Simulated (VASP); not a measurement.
# SiO2 (1T sheet) in VASP: notebook

Runs on SiO2 (1T sheet). Level: PBEsol. Tasks: single point.

All numbers are computed with VASP 6.6.1; they aren't measurements. Logs are shortened: lines on timing, memory, paths and dates and some standing lists are left out, and cuts for length are marked.

### Step 1. The cell of the first run

The cell holds a wire with vacuum, 15 atoms: a = 14.400 Å, b = 11.100 Å, c = 4.605 Å, α = 90.00°, β = 90.00°, γ = 90.00°.

### Step 2. Single point, PBEsol

The input, INCAR:

```
  PREC = Accurate
  ENCUT = 520
  EDIFF = 1E-7
  ISMEAR = 0
  SIGMA = 0.05
  LREAL = Auto
  LASPH = T
  NELM = 80
  ALGO = Normal
  ISIF = 2
  LWAVE = F
  LCHARG = F
  GGA = PS
  NBANDS = 53
```

The input, KPOINTS:

```
Automatic mesh
0
Gamma
  1 1 7
```

The input, POSCAR:

```
SiO2
1.0
   14.4000000000      0.0000000000      0.0000000000
    0.0000000000     11.1000000000      0.0000000000
    0.0000000000      0.0000000000      4.6054867036
Si O
5 10
Direct
    0.6014988789      0.5000000000      0.3333333333
    0.6711423894      0.5000000000      0.8333333333
    0.3985011211      0.5000000000      0.3333333333
    0.5000000000      0.5000000000      0.8333333333
    0.3288576106      0.5000000000      0.8333333333
    0.6935273988      0.5716037186      0.1286765782
    0.5000000000      0.5799637491      0.1607329890
    0.5907226011      0.5888112755      0.6596028631
    0.3064726012      0.5716037186      0.1286765782
    0.4092773989      0.5888112755      0.6596028631
    0.5907226011      0.4111887245      0.0070638035
    0.6935273988      0.4283962814      0.5379900885
    0.4092773989      0.4111887245      0.0070638035
    0.5000000000      0.4200362509      0.5059336776
    0.3064726012      0.4283962814      0.5379900885
```

Potentials or basis: VASP PAW PBE potentials, release 64 (Si, O).

Launch:

```
cat potpaw_PBE.64/Si/POTCAR potpaw_PBE.64/O/POTCAR > POTCAR
mpirun -np 1 vasp_std > vasp.out
```

OUTCAR:

```text
PREC = Accurate
   ENCUT = 520
   EDIFF = 1E-7
   ISMEAR = 0
   LREAL = Auto
   LASPH = T
   NELM = 80
   ISIF = 2
   GGA = PS

 ion  position               nearest neighbor table
   1  0.601  0.500  0.333-  11 1.80   8 1.80   6 1.81  12 1.81   7 1.89  14 1.89   2 2.51   2 2.51
                             4 2.73   4 2.73   3 2.92
   2  0.671  0.500  0.833-  12 1.61   6 1.61   8 1.72  11 1.72   4 2.46   1 2.51   1 2.51
   3  0.399  0.500  0.333-  13 1.80  10 1.80   9 1.81  15 1.81   7 1.89  14 1.89   5 2.51   5 2.51
                             4 2.73   4 2.73   1 2.92
   4  0.500  0.500  0.833-  14 1.75   7 1.75  10 1.82   8 1.82  13 1.82  11 1.82   2 2.46   5 2.46
                             3 2.73   1 2.73   1 2.73   3 2.73
   5  0.329  0.500  0.833-  15 1.61   9 1.61  10 1.72  13 1.72   4 2.46   3 2.51   3 2.51
   6  0.694  0.572  0.129-   2 1.61   1 1.81
   7  0.500  0.580  0.161-   4 1.75   3 1.89   1 1.89
   8  0.591  0.589  0.660-   2 1.72   1 1.80   4 1.82
   9  0.306  0.572  0.129-   5 1.61   3 1.81
  10  0.409  0.589  0.660-   5 1.72   3 1.80   4 1.82
  11  0.591  0.411  0.007-   2 1.72   1 1.80   4 1.82
  12  0.694  0.428  0.538-   2 1.61   1 1.81
  13  0.409  0.411  0.007-   5 1.72   3 1.80   4 1.82
  14  0.500  0.420  0.506-   4 1.75   3 1.89   1 1.89
  15  0.306  0.428  0.538-   5 1.61   3 1.81

  LATTYP: Found a simple orthorhombic cell.
 ALAT       =     4.6054867036
 B/A-ratio  =     2.4101687214
 C/A-ratio  =     3.1267053683

  Lattice vectors:

 A1 = (   0.0000000000,   0.0000000000,  -4.6054867036)
 A2 = (   0.0000000000,  11.1000000000,   0.0000000000)
 A3 = (  14.4000000000,   0.0000000000,   0.0000000000)

Analysis of symmetry for initial positions (statically):
=====================================================================
 Subroutine PRICEL returns:
 Original cell was already a primitive cell.

 Routine SETGRP: Setting up the symmetry group for a
 simple orthorhombic supercell.

 Subroutine GETGRP returns: Found  4 space group operations
 (whereof  2 operations were pure point group operations)
 out of a pool of  8 trial point group operations.

The static configuration has the point symmetry C_1h.
 The point group associated with its full space group is C_2h.

Analysis of symmetry for dynamics (positions and initial velocities):
=====================================================================
 Subroutine PRICEL returns:
 Original cell was already a primitive cell.

 Routine SETGRP: Setting up the symmetry group for a
 simple orthorhombic supercell.

 Subroutine GETGRP returns: Found  4 space group operations
 (whereof  2 operations were pure point group operations)
 out of a pool of  8 trial point group operations.

The dynamic configuration has the point symmetry C_1h.
 The point group associated with its full space group is C_2h.

 Subroutine INISYM returns: Found  4 space group operations
 (whereof  2 operations are pure point group operations),
 and found     1 'primitive' translations

----------------------------------------------------------------------------------------

                                     Primitive cell

  volume of cell :     736.1410

  direct lattice vectors                    reciprocal lattice vectors
    14.400000000  0.000000000  0.000000000     0.069444444  0.000000000  0.000000000
     0.000000000 11.100000000  0.000000000     0.000000000  0.090090090  0.000000000
     0.000000000  0.000000000  4.605486704     0.000000000  0.000000000  0.217132317

  length of vectors
    14.400000000 11.100000000  4.605486704     0.069444444  0.090090090  0.217132317

  position of ions in fractional coordinates (direct lattice)
     0.601498879  0.500000000  0.333333333
     0.671142389  0.500000000  0.833333333
     0.398501121  0.500000000  0.333333333
     0.500000000  0.500000000  0.833333333
     0.328857611  0.500000000  0.833333333
     0.693527399  0.571603719  0.128676578
     0.500000000  0.579963749  0.160732989
     0.590722601  0.588811275  0.659602863
     0.306472601  0.571603719  0.128676578
     0.409277399  0.588811275  0.659602863
     0.590722601  0.411188725  0.007063804
     0.693527399  0.428396281  0.537990089
     0.409277399  0.411188725  0.007063804
     0.500000000  0.420036251  0.505933678
     0.306472601  0.428396281  0.537990089

  ion indices of the primitive-cell ions
   primitive index   ion index
                 1           1
                 2           2
                 3           3
                 4           4
                 5           5
                 6           6
                 7           7
                 8           8
                 9           9
                10          10
                11          11
                12          12
                13          13
                14          14
                15          15

----------------------------------------------------------------------------------------

 KPOINTS: Automatic mesh

Automatic generation of k-mesh.
 Grid dimensions read from file:
 generate k-points for:    1    1    7

 Generating k-lattice:

  Cartesian coordinates                     Fractional coordinates (reciprocal lattice)
     0.069444444  0.000000000  0.000000000     1.000000000  0.000000000  0.000000000
     0.000000000  0.090090090  0.000000000     0.000000000  1.000000000  0.000000000
     0.000000000  0.000000000  0.031018902     0.000000000  0.000000000  0.142857143

  Length of vectors
     0.069444444  0.090090090  0.031018902

  Shift w.r.t. Gamma in fractional coordinates (k-lattice)
     0.000000000  0.000000000  0.000000000

 Subroutine IBZKPT returns following result:
 ===========================================

 Found      4 irreducible k-points:

 Following reciprocal coordinates:
            Coordinates               Weight
  0.000000  0.000000  0.000000      1.000000
  0.000000  0.000000  0.142857      2.000000
  0.000000  0.000000  0.285714      2.000000
  0.000000  0.000000  0.428571      2.000000
   k-points           NKPTS =      4   k-points in BZ     NKDIM =      4   number of bands    NBANDS=     53
   number of dos      NEDOS =    301   number of ions     NIONS =     15
   total plane-waves  NPLWV = 326592
   dimension x,y,z NGX =   108 NGY =   84 NGZ =   36
   dimension x,y,z NGXF=   216 NGYF=  168 NGZF=   72
   ions per type =               5  10
   NGX,Y,Z   is equivalent  to a cutoff of  12.47, 12.58, 13.00 a.u.
   NGXF,Y,Z  is equivalent  to a cutoff of  24.94, 25.16, 25.99 a.u.
 SYSTEM =  unknown system
   PREC   = accura    normal or accurate (medium, high low for compatibility)
   ISTART =      0    job   : 0-new  1-cont  2-samecut
   ICHARG =      2    charge: 1-file 2-atom 10-const
   ISPIN  =      1    spin polarized calculation?
   LNONCOLLINEAR =      F non collinear calculations
   LSORBIT =      F    spin-orbit coupling
   LASPH  =      T    aspherical Exc in radial PAW
   ENCUT  =  520.0 eV  38.22 Ry    6.18 a.u.  26.77 20.64  8.56*2*pi/ulx,y,z
   NELM   =     80;   NELMIN=  2; NELMDL= -5     # of ELM steps
   EDIFF  = 0.1E-06   stopping-criterion for ELM
   LREAL  =      T    real-space projection
   EDIFFG = 0.1E-05   stopping-criterion for IOM
   NSW    =      0    number of steps for IOM
   IBRION =     -1    ionic relax: 0-MD 1-quasi-New 2-CG
   NFREE  =      0    steps in history (QN), initial steepest desc. (CG)
   ISIF   =      2    stress and relaxation
   ISYM   =      2    0-nonsym 1-usesym 2-fastsym
   POTIM  = 0.5000    time-step for ionic-motion
   TEBEG  =    0.0;   TEEND  =   0.0 temperature during run
   PSTRESS=    0.0 pullay stress
   NELECT =      80.0000    total number of electrons
   NUPDOWN=      -1.0000    fix difference up-down
   EMIN   =  10.00;   EMAX   =-10.00  energy-range for DOS
   EFERMI =   0.00;   METHOD = LEGACY
   ISMEAR =     0;   SIGMA  =   0.05  broadening in eV -4-tet -1-fermi 0-gaus
   EFERMI_NEDOS =   21; number of points for ismear=-14 and -15
   IALGO  =     38    algorithm
   IMIX   =      4    mixing-type and parameters
     AMIX     =   0.40;   BMIX     =  1.00
     AMIX_MAG =   1.60;   BMIX_MAG =  1.00
  volume/ion in A,a.u.               =      49.08       331.18
  Fermi-wavevector in a.u.,A,eV,Ry     =   0.781240  1.476330  8.304125  0.610336
  Thomas-Fermi vector in A             =   1.884717
   LORBIT       =      0    0 simple, 1 ext, 2 COOP (PROOUT), +10 PAW based schemes
   GGA     = PS    functional components
   LHFCALC =     F    Hartree Fock is set to
   AEXX    =    0.0000 exact exchange contribution
   IVDW    =     0    specifies the selected vdW correction
   LEPSILON=     F    determine dielectric tensor
   LRPA    =     F    only Hartree local field effects (RPA)
 non-spin polarized calculation
 Gauss-broadening in eV      SIGMA  =   0.05
  energy-cutoff  :      520.00
  volume of cell :      736.14
 maximum number of plane-waves:     19855
 NGX is ok and might be reduce to   108
   NGX = 53   NGY = 41   NGZ = 17

 number of electron      79.9999973 magnetization

 Free energy of the ion-electron system (eV)
  ---------------------------------------------------
  ext. energy  EPLUGINS =         0.00000000
  ---------------------------------------------------
  free energy    TOTEN  =      -114.88230937 eV

  energy without entropy =     -114.88230937  energy(sigma->0) =     -114.88230937

 E-fermi :  -5.2550     XC(G=0):  -2.9122

 val. band max:       -5.5654374650   @ k =   0.0000   0.0000   0.0000
 cond. band min:      -1.2603768228   @ k =   0.0000   0.0000   0.0000
 fundamental gap:      4.3050606422
 Fermi energy:        -5.2550348983

 k-point     1 :       0.0000    0.0000    0.0000
  band No.  band energies     occupation
      1     -26.8617      2.00000
      2     -25.8472      2.00000
      3     -24.4132      2.00000
      4     -23.9357      2.00000
      5     -23.7473      2.00000
      6     -22.9927      2.00000
[... 44 lines left out ...]
     51       3.4638      0.00000
     52       3.5112      0.00000

 k-point     2 :       0.0000    0.0000    0.1429
  band No.  band energies     occupation
      1     -26.7821      2.00000
      2     -25.7894      2.00000
      3     -24.5740      2.00000
      4     -24.0188      2.00000
      5     -23.6937      2.00000
      6     -23.0714      2.00000
[... 44 lines left out ...]
     51       3.3732      0.00000
     52       3.5065      0.00000

 k-point     3 :       0.0000    0.0000    0.2857
  band No.  band energies     occupation
      1     -26.5574      2.00000
      2     -25.6358      2.00000
      3     -24.9707      2.00000
      4     -24.2315      2.00000
      5     -23.5636      2.00000
      6     -23.1091      2.00000
[... 44 lines left out ...]
     51       3.5653      0.00000
     52       3.8309      0.00000

 k-point     4 :       0.0000    0.0000    0.4286
  band No.  band energies     occupation
      1     -26.2656      2.00000
      2     -25.4695      2.00000
      3     -25.3903      2.00000
      4     -24.4467      2.00000
      5     -23.4306      2.00000
      6     -23.0671      2.00000
[... 44 lines left out ...]
     51       3.9012      0.00000
     52       4.1256      0.00000
 [bands above 52 left out]

------------------------ aborting loop because EDIFF is reached ----------------------------------------

  FORCE on cell =-STRESS in cart. coord.  units (eV):
  Direction    XX          YY          ZZ          XY          YZ          ZX
  --------------------------------------------------------------------------------------
  -------------------------------------------------------------------------------------
  Total        0.7554816      0.3904642      1.5939587      0.0000000      0.2731144      0.0000000
  in kB        1.6442712      0.8498276      3.4691786      0.0000000      0.5944211      0.0000000
  external PRESSURE =       1.9877591 kB  Pullay stress =       0.0000000 kB

 VOLUME and BASIS-vectors are now :
 -----------------------------------------------------------------------------
  energy-cutoff  :      520.00
  volume of cell :      736.14
      direct lattice vectors                 reciprocal lattice vectors
    14.400000000  0.000000000  0.000000000     0.069444444  0.000000000  0.000000000
     0.000000000 11.100000000  0.000000000     0.000000000  0.090090090  0.000000000
     0.000000000  0.000000000  4.605486704     0.000000000  0.000000000  0.217132317

 POSITION                                       TOTAL-FORCE (eV/Angst)
 -----------------------------------------------------------------------------------
      8.66158      5.55000      1.53516        -0.011630     -0.000000      0.000000
      9.66445      5.55000      3.83791         0.072220     -0.000000     -0.000000
      5.73842      5.55000      1.53516         0.011630     -0.000000      0.000000
      7.20000      5.55000      3.83791         0.000000     -0.000000      0.000000
      4.73555      5.55000      3.83791        -0.072220     -0.000000      0.000000
      9.98679      6.34480      0.59262         0.069034      0.091432      0.097014
      7.20000      6.43760      0.74025         0.000000      0.038852      0.034499
      8.50641      6.53581      3.03779        -0.018223      0.072333     -0.021451
      4.41321      6.34480      0.59262        -0.069034      0.091432      0.097014
      5.89359      6.53581      3.03779         0.018223      0.072333     -0.021451
      8.50641      4.56419      0.03253        -0.018223     -0.072333      0.021451
      9.98679      4.75520      2.47771         0.069034     -0.091432     -0.097014
      5.89359      4.56419      0.03253         0.018223     -0.072333      0.021451
      7.20000      4.66240      2.33007         0.000000     -0.038852     -0.034499
      4.41321      4.75520      2.47771        -0.069034     -0.091432     -0.097014
 -----------------------------------------------------------------------------------
    total drift:                                0.000000      0.000000     -0.000001

  FREE ENERGIE OF THE ION-ELECTRON SYSTEM (eV)
  ---------------------------------------------------
  free  energy   TOTEN  =      -114.8823093736 eV

  energy  without entropy=     -114.8823093736  energy(sigma->0) =     -114.88230937
```

Run time: 7.1 min. Hardware: 1 thread of AMD EPYC 7R43 (Zen 3), shared host; peak memory 0.62 GiB.

What came out:

* Free energy: -114.8823 eV
* Largest force: 0.150 eV/Å
* Band gap on the k mesh: 4.30 eV, direct

Forces in eV/Å, atoms in the order of the input:
```
Si  -0.012  0.000  0.000
Si   0.072  0.000  0.000
Si   0.012  0.000  0.000
Si   0.000  0.000  0.000
Si  -0.072  0.000  0.000
O    0.069  0.091  0.097
O    0.000  0.039  0.034
O   -0.018  0.072 -0.021
O   -0.069  0.091  0.097
O    0.018  0.072 -0.021
O   -0.018 -0.072  0.021
O    0.069 -0.091 -0.097
O    0.018 -0.072  0.021
O    0.000 -0.039 -0.034
O   -0.069 -0.091 -0.097
```

Levels at points of the mesh, in eV from the valence-band top:
```
           k point  band 36  band 37  band 38  band 39  band 40  band 41  band 42  band 43  band 44  band 45
(0.00, 0.00, 0.00)    -0.98    -0.93    -0.77    -0.19     0.00     4.31     4.87     7.35     7.43     7.69
```

Caveat: the PAW data sets were made with another functional, which shifts forces and pressure a little.

### Step 3. Single point, PBEsol

This run uses another cell than the first one, of 49.44 Å³/atom, 1.007 times its volume.

The input, INCAR:

```
ALGO = Normal
EDIFF = 1E-6
ENCUT = 520
GGA = PS
ISIF = 2
ISMEAR = 0
LASPH = T
LCHARG = F
LREAL = Auto
LWAVE = F
NBANDS = 53
NELM = 80
PREC = Accurate
SIGMA = 0.05
```

The input, KPOINTS:

```
k-points
0
Gamma
  1 1 7
```

The input, POSCAR:

```
SiO2
1.0
   14.4000000000      0.0000000000      0.0000000000
    0.0000000000     11.1000000000      0.0000000000
    0.0000000000      0.0000000000      4.6393564469
Si O
5 10
Direct
    0.5930046421      0.5000000000      0.3333333333
    0.6860092843      0.5000000000      0.8333333333
    0.4069953579      0.5000000000      0.3333333333
    0.5000000000      0.5000000000      0.8333333333
    0.3139907157      0.5000000000      0.8333333333
    0.6860092843      0.5822052850      0.1666666667
    0.5000000000      0.5822052850      0.1666666667
    0.5930046421      0.5822052850      0.6666666667
    0.3139907157      0.5822052850      0.1666666667
    0.4069953579      0.5822052850      0.6666666667
    0.5930046421      0.4177947150      0.0000000000
    0.6860092843      0.4177947150      0.5000000000
    0.4069953579      0.4177947150      0.0000000000
    0.5000000000      0.4177947150      0.5000000000
    0.3139907157      0.4177947150      0.5000000000
```

Potentials or basis: VASP PAW PBE potentials, release 64 (Si, O).

Launch:

```
cat potpaw_PBE.64/Si/POTCAR potpaw_PBE.64/O/POTCAR > POTCAR
mpirun -np 1 vasp_std > vasp.out
```

Wall time 7.3 min (1 thread of AMD EPYC 7R43 (Zen 3), shared host); peak memory 0.61 GiB.

It converged, with:

```yaml
Free_energy: -111.7026 eV
Largest_force: 4.536 eV/Å
Band_gap_on_the_k_mesh: 1.32 eV, indirect (least direct gap 1.35 eV)
```

Forces on the atoms (eV/Å):
```
Si   2.355  0.000  0.000
Si  -4.536  0.000  0.000
Si  -2.355  0.000  0.000
Si   0.000  0.000  0.000
Si   4.536  0.000  0.000
O    1.111 -0.696 -3.316
O    0.000 -0.069 -0.096
O    0.203  0.671 -0.206
O   -1.111 -0.696 -3.316
O   -0.203  0.671 -0.206
O    0.203 -0.671  0.206
O    1.111  0.696  3.316
O   -0.203 -0.671  0.206
O    0.000  0.069  0.096
O   -1.111  0.696  3.316
```

Levels at points of the mesh, in eV from the valence-band top:
| k point | band 36 | band 37 | band 38 | band 39 | band 40 | band 41 | band 42 | band 43 | band 44 | band 45 |
| --- | --- | --- | --- | --- | --- | --- | --- | --- | --- | --- |
| (0.00, 0.00, 0.00) | -1.16 | -1.13 | -1.02 | -0.06 | -0.03 | 1.32 | 1.65 | 5.12 | 5.47 | 6.38 |

Caveat: the PAW data sets were made with another functional, which shifts forces and pressure a little.
